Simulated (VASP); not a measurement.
# Ga2As2C in VASP: further runs

Ga2As2C is run at these levels: PBE; tasks: single point.

All numbers are computed with VASP 6.6.1; they aren't measurements. Logs are shortened: lines on timing, memory, paths and dates and some standing lists are left out, and cuts for length are marked.

### 1 The cell of the first run

The cell holds a slab with vacuum, 5 atoms: a = 4.063 Å, b = 4.063 Å, c = 21.390 Å, α = 90.00°, β = 90.00°, γ = 90.00°.

### 2 Single point, PBE, collinear spin

INCAR

```
ALGO = Normal ; DIPOL = 0.5 0.5 0.326
EDIFF = 1E-6 ; ENCUT = 520
GGA = PE ; IDIPOL = 3
ISIF = 2 ; ISMEAR = 0
ISPIN = 2 ; LASPH = True
LCHARG = False ; LDIPOL = True
LORBIT = 11 ; LREAL = False
LWAVE = False ; MAGMOM = 0 0 0 0 2
NBANDS = 32 ; NELM = 150
PREC = Accurate ; SIGMA = 0.05
```

KPOINTS

```
k-points
0
Gamma
  7 7 1
```

POSCAR

```
Ga2As2C
1.0
    4.0629609260      0.0000000000      0.0000000000
    0.0000000000      4.0629609260      0.0000000000
    0.0000000000      0.0000000000     21.3904986572
As Ga C
2 2 1
Direct
    0.0000000000      0.5000000000      0.1869989131
    0.5000000000      0.0000000000      0.3264810857
    0.5000000000      0.5000000000      0.2541536641
    0.0000000000      0.0000000000      0.3922535324
    0.3333333333      0.0000000000      0.4684555895
```

Potentials or basis: VASP PAW PBE potentials, release 64 (As, Ga_d, C).

Started as:

```
$ cat potpaw_PBE.64/As/POTCAR potpaw_PBE.64/Ga_d/POTCAR potpaw_PBE.64/C/POTCAR > POTCAR
$ mpirun -np 1 vasp_std > vasp.out
```

OUTCAR:

```text
EDIFF = 1E-6
   ENCUT = 520
   GGA = PE
   ISIF = 2
   ISMEAR = 0
   ISPIN = 2
   LASPH = True
   LORBIT = 11
   LREAL = False
   NELM = 150
   PREC = Accurate

 ion  position               nearest neighbor table
   1  0.000  0.500  0.187-   3 2.49   3 2.49
   2  0.500  0.000  0.326-   4 2.47   4 2.47   3 2.55   3 2.55
   3  0.500  0.500  0.254-   1 2.49   1 2.49   2 2.55   2 2.55
   4  0.000  0.000  0.392-   5 2.12   2 2.47   2 2.47
   5  0.333  0.000  0.468-   4 2.12

  LATTYP: Found a simple tetragonal cell.
 ALAT       =     4.0629609260
 C/A-ratio  =     5.2647561832

  Lattice vectors:

 A1 = (   4.0629609260,   0.0000000000,   0.0000000000)
 A2 = (   0.0000000000,   4.0629609260,   0.0000000000)
 A3 = (   0.0000000000,   0.0000000000,  21.3904986572)

Analysis of symmetry for initial positions (statically):
=====================================================================
 Subroutine PRICEL returns:
 Original cell was already a primitive cell.

 Routine SETGRP: Setting up the symmetry group for a
 simple tetragonal supercell.

 Subroutine GETGRP returns: Found  2 space group operations
 (whereof  2 operations were pure point group operations)
 out of a pool of 16 trial point group operations.

The static configuration has the point symmetry C_1h.

Analysis of symmetry for dynamics (positions and initial velocities):
=====================================================================
 Subroutine PRICEL returns:
 Original cell was already a primitive cell.

 Routine SETGRP: Setting up the symmetry group for a
 simple tetragonal supercell.

 Subroutine GETGRP returns: Found  2 space group operations
 (whereof  2 operations were pure point group operations)
 out of a pool of 16 trial point group operations.

The dynamic configuration has the point symmetry C_1h.

Analysis of structural, dynamic, and magnetic symmetry:
=====================================================================
 Subroutine PRICEL returns:
 Original cell was already a primitive cell.

 Routine SETGRP: Setting up the symmetry group for a
 simple tetragonal supercell.

 Subroutine GETGRP returns: Found  2 space group operations
 (whereof  2 operations were pure point group operations)
 out of a pool of 16 trial point group operations.

The overall configuration has the point symmetry C_1h.

 Subroutine INISYM returns: Found  2 space group operations
 (whereof  2 operations are pure point group operations),
 and found     1 'primitive' translations

----------------------------------------------------------------------------------------

                                     Primitive cell

  volume of cell :     353.1069

  direct lattice vectors                    reciprocal lattice vectors
     4.062960926  0.000000000  0.000000000     0.246125921  0.000000000  0.000000000
     0.000000000  4.062960926  0.000000000     0.000000000  0.246125921  0.000000000
     0.000000000  0.000000000 21.390498657     0.000000000  0.000000000  0.046749728

  length of vectors
     4.062960926  4.062960926 21.390498657     0.246125921  0.246125921  0.046749728

  position of ions in fractional coordinates (direct lattice)
     0.000000000  0.500000000  0.186998913
     0.500000000  0.000000000  0.326481086
     0.500000000  0.500000000  0.254153664
     0.000000000  0.000000000  0.392253532
     0.333333333  0.000000000  0.468455590

  ion indices of the primitive-cell ions
   primitive index   ion index
                 1           1
                 2           2
                 3           3
                 4           4
                 5           5

[... 28 lines left out ...]
  0.000000  0.000000  0.000000      1.000000
  0.142857  0.000000  0.000000      2.000000
  0.000000  0.142857  0.000000      2.000000
  0.285714  0.000000  0.000000      2.000000
  0.000000  0.285714  0.000000      2.000000
  0.428571  0.000000  0.000000      2.000000
[... 8 lines left out ...]
 -0.285714  0.428571  0.000000      4.000000
  0.428571  0.428571  0.000000      4.000000
   k-points           NKPTS =     16   k-points in BZ     NKDIM =     16   number of bands    NBANDS=     32
   number of dos      NEDOS =    301   number of ions     NIONS =      5
   total plane-waves  NPLWV = 144000
   dimension x,y,z NGX =    30 NGY =   30 NGZ =  160
   dimension x,y,z NGXF=    60 NGYF=   60 NGZF=  320
   ions per type =               2   2   1
   NGX,Y,Z   is equivalent  to a cutoff of  12.28, 12.28, 12.44 a.u.
   NGXF,Y,Z  is equivalent  to a cutoff of  24.55, 24.55, 24.87 a.u.
 SYSTEM =  unknown system
   PREC   = accura    normal or accurate (medium, high low for compatibility)
   ISTART =      0    job   : 0-new  1-cont  2-samecut
   ICHARG =      2    charge: 1-file 2-atom 10-const
   ISPIN  =      2    spin polarized calculation?
   LNONCOLLINEAR =      F non collinear calculations
   LSORBIT =      F    spin-orbit coupling
   LASPH  =      T    aspherical Exc in radial PAW
   ENCUT  =  520.0 eV  38.22 Ry    6.18 a.u.   7.55  7.55 39.77*2*pi/ulx,y,z
   NELM   =    150;   NELMIN=  2; NELMDL= -5     # of ELM steps
   EDIFF  = 0.1E-05   stopping-criterion for ELM
   LREAL  =      F    real-space projection
   EDIFFG = 0.1E-04   stopping-criterion for IOM
   NSW    =      0    number of steps for IOM
   IBRION =     -1    ionic relax: 0-MD 1-quasi-New 2-CG
   NFREE  =      0    steps in history (QN), initial steepest desc. (CG)
   ISIF   =      2    stress and relaxation
   ISYM   =      2    0-nonsym 1-usesym 2-fastsym
   POTIM  = 0.5000    time-step for ionic-motion
   TEBEG  =    0.0;   TEEND  =   0.0 temperature during run
   PSTRESS=    0.0 pullay stress
   NELECT =      40.0000    total number of electrons
   NUPDOWN=      -1.0000    fix difference up-down
   EMIN   =  10.00;   EMAX   =-10.00  energy-range for DOS
   EFERMI =   0.00;   METHOD = LEGACY
   ISMEAR =     0;   SIGMA  =   0.05  broadening in eV -4-tet -1-fermi 0-gaus
   EFERMI_NEDOS =   21; number of points for ismear=-14 and -15
   IALGO  =     38    algorithm
   IMIX   =      4    mixing-type and parameters
     AMIX     =   0.40;   BMIX     =  1.00
     AMIX_MAG =   1.60;   BMIX_MAG =  1.00
  volume/ion in A,a.u.               =      70.62       476.58
  Fermi-wavevector in a.u.,A,eV,Ry     =   0.792123  1.496896  8.537101  0.627459
  Thomas-Fermi vector in A             =   1.897799
   LORBIT       =     11    0 simple, 1 ext, 2 COOP (PROOUT), +10 PAW based schemes
   GGA     = PE    functional components
   LHFCALC =     F    Hartree Fock is set to
   AEXX    =    0.0000 exact exchange contribution
   IVDW    =     0    specifies the selected vdW correction
   LEPSILON=     F    determine dielectric tensor
   LRPA    =     F    only Hartree local field effects (RPA)
 spin polarized calculation
 Gauss-broadening in eV      SIGMA  =   0.05
  energy-cutoff  :      520.00
  volume of cell :      353.11
 maximum number of plane-waves:      9549
 NGX is ok and might be reduce to    30
   NGX = 15   NGY = 15   NGZ = 79

 dipolmoment           0.000000      0.000000     -0.030213 electrons x Angstroem

 number of electron      40.0000036 magnetization       1.1427932

 dipolmoment           0.000000      0.000000      0.038933 electrons x Angstroem

 Free energy of the ion-electron system (eV)
  ---------------------------------------------------
  ext. energy  EPLUGINS =         0.00000000
  ---------------------------------------------------
  free energy    TOTEN  =       -17.66250882 eV

  energy without entropy =      -17.66134312  energy(sigma->0) =      -17.66192597

 E-fermi :  -3.0182     XC(G=0):  -3.6981

 val. band max:       -3.0183329999   @ k =  -0.1429   0.2857   0.0000
 cond. band min:      -2.8588195553   @ k =   0.0000   0.4286   0.0000
 fundamental gap:      0.1595134446
 Fermi energy:        -3.0182040730

 spin component 1

 k-point     1 :       0.0000    0.0000    0.0000
  band No.  band energies     occupation
      1     -17.9133      1.00000
      2     -17.8029      1.00000
      3     -17.7752      1.00000
      4     -17.7448      1.00000
      5     -17.6827      1.00000
      6     -17.4569      1.00000
[... 549 lines left out ...]
     31       5.2512      0.00000
     32       5.7642      0.00000
 Fermi energy:        -3.0182040730

 spin component 2

 k-point     1 :       0.0000    0.0000    0.0000
  band No.  band energies     occupation
      1     -17.9022      1.00000
      2     -17.7983      1.00000
      3     -17.7674      1.00000
      4     -17.7248      1.00000
      5     -17.6785      1.00000
      6     -17.4575      1.00000
[... 549 lines left out ...]
     31       5.3402      0.00000
     32       5.8351      0.00000

------------------------ aborting loop because EDIFF is reached ----------------------------------------

 vacuum level on the upper side and lower side of the slab       (xc-potential included)         0.208        -0.208

  FORCE on cell =-STRESS in cart. coord.  units (eV):
  Direction    XX          YY          ZZ          XY          YZ          ZX
  --------------------------------------------------------------------------------------
  -------------------------------------------------------------------------------------
  Total       -2.5485129     -1.2064180     -3.8275166      0.0000000      0.0000000     -1.5600821
  in kB      -11.5635508     -5.4739674    -17.3668666      0.0000000      0.0000000     -7.0786729
  external PRESSURE =     -11.4681282 kB  Pullay stress =       0.0000000 kB

 VOLUME and BASIS-vectors are now :
 -----------------------------------------------------------------------------
  energy-cutoff  :      520.00
  volume of cell :      353.11
      direct lattice vectors                 reciprocal lattice vectors
     4.062960926  0.000000000  0.000000000     0.246125921  0.000000000  0.000000000
     0.000000000  4.062960926  0.000000000     0.000000000  0.246125921  0.000000000
     0.000000000  0.000000000 21.390498657     0.000000000  0.000000000  0.046749728

 POSITION                                       TOTAL-FORCE (eV/Angst)
 -----------------------------------------------------------------------------------
      0.00000      2.03148      4.00000        -0.016054      0.000000      0.434292
      2.03148      0.00000      6.98359         0.557695      0.000000      0.108507
      2.03148      2.03148      5.43647        -0.013442      0.000000     -0.358727
      0.00000      0.00000      8.39050         0.014996      0.000000      1.543834
      1.35432      0.00000     10.02050        -0.543195      0.000000     -1.727906
 -----------------------------------------------------------------------------------
    total drift:                               -0.000086     -0.000000     -0.000148

  FREE ENERGIE OF THE ION-ELECTRON SYSTEM (eV)
  ---------------------------------------------------
  free  energy   TOTEN  =       -17.6625088235 eV

  energy  without entropy=      -17.6613431205  energy(sigma->0) =      -17.66192597

 vacuum level on the upper side and lower side of the slab         2.960         2.533

 total charge

# of ion       s       p       d       tot
------------------------------------------
    1        1.290   1.342   0.016   2.648
    2        1.246   1.484   0.030   2.760
    3        0.909   0.712   9.976  11.597
    4        0.965   0.636   9.966  11.567
    5        1.023   1.020   0.000   2.044
--------------------------------------------------
tot          5.434   5.194  19.988  30.616

 magnetization (x)

# of ion       s       p       d       tot
------------------------------------------
    1        0.000  -0.015   0.000  -0.015
    2        0.000  -0.031   0.001  -0.030
    3        0.001   0.007  -0.001   0.008
    4       -0.008   0.020   0.009   0.021
    5        0.024   0.525   0.000   0.549
--------------------------------------------------
tot          0.017   0.508   0.009   0.534
```

Run time: 25 min. Hardware: 1 thread of Intel Xeon 8259CL, shared host; peak memory 0.66 GiB.

What came out:

```yaml
Free_energy: -17.6625 eV
Largest_force: 1.811 eV/Å
Net_moment: 1.14 μB per cell
Site_moments: As -0.01, -0.03; Ga +0.01, +0.02; C +0.55 μB
Valence_electrons_inside_the_program's_atomic_spheres: As 2.65, 2.76; Ga 11.60, 11.57; C 2.04
```

Forces in eV/Å, atoms in the order of the input:
```
As  -0.016  0.000  0.434
As   0.558  0.000  0.109
Ga  -0.013  0.000 -0.359
Ga   0.015  0.000  1.544
C   -0.543  0.000 -1.728
```

Caveat: a moment this small can come from the mesh or the smearing.

### 3 Single point, PBE, collinear spin

INCAR

```
SYSTEM = Ga2As2C
PREC     = Accurate       ! precision mode
ENCUT    = 520            ! plane-wave cutoff, eV
EDIFF    = 1E-6           ! SCF threshold, eV
ISMEAR   = 0              ! smearing method
SIGMA    = 0.05           ! smearing width, eV
LREAL    = .FALSE.        ! projectors in reciprocal space
LASPH    = .TRUE.         ! aspherical terms in the spheres
NELM     = 150            ! most SCF steps
ALGO     = Normal         ! electronic algorithm
ISIF     = 2              ! what is computed and relaxed
LWAVE    = .FALSE.        ! write WAVECAR
LCHARG   = .FALSE.        ! write CHGCAR
ISPIN    = 2              ! spin polarisation
MAGMOM   = 0 0 0 0 2      ! initial moments
LORBIT   = 11             ! projections on sites
LDIPOL   = .TRUE.       
IDIPOL   = 3            
DIPOL    = 0.5 0.5 0.339
GGA      = PE             ! functional
NBANDS   = 32             ! bands
```

KPOINTS

```
regular mesh
0
G
  7 7 1
  0 0 0
```

POSCAR, as its differences from that of step 2:

```diff
@@ -12,2 +12,2 @@
     0.0000000000      0.0000000000      0.3922535324
-    0.3333333333      0.0000000000      0.4684555895
+    0.1666666667      0.0000000000      0.5339052090
```

Potentials or basis: VASP PAW PBE potentials, release 64 (As, Ga_d, C).

Started as:

```
$ cat potpaw_PBE.64/As/POTCAR potpaw_PBE.64/Ga_d/POTCAR potpaw_PBE.64/C/POTCAR > POTCAR
$ mpirun -np 1 vasp_std > vasp.out
```

Run time: 13 min. Hardware: 1 thread of Intel Xeon Platinum 8259CL at 2.50GHz (Skylake/Cascade Lake), shared host; peak memory 0.67 GiB.

It converged, with:

| Item | Value |
| --- | --- |
| Free energy | -16.0001 eV |
| Largest force | 0.972 eV/Å |
| Band gap on the k mesh | zero (filled and empty bands overlap) |
| Net moment | 2.03 μB per cell |
| Site moments | As +0.05, -0.01; Ga -0.00, -0.04; C +0.94 μB |
| Valence electrons inside the program's atomic spheres | As 2.65, 2.78; Ga 11.60, 11.48; C 1.99 |

Forces in eV/Å, atoms in the order of the input:
```
As   0.012  0.000  0.349
As  -0.012  0.000  0.071
Ga   0.019  0.000 -0.334
Ga   0.207  0.000  0.860
C   -0.226  0.000 -0.945
```

Levels at points of the mesh, in eV from the Fermi level:
Spin up:
```csv
k point,band 19,band 20,band 21,band 22,band 23,band 24
"(0.00, 0.00, 0.00)",-0.40,0.10,0.12,0.76,0.91,2.12
```
Spin down:
| k point | band 16 | band 17 | band 18 | band 19 | band 20 | band 21 | band 22 | band 23 |
| --- | --- | --- | --- | --- | --- | --- | --- | --- |
| (0.00, 0.00, 0.00) | -1.83 | -1.51 | -0.40 | 0.43 | 0.87 | 1.64 | 2.16 | 2.70 |

The gap in the log of VASP goes by the Fermi energy; the results here count the filled bands.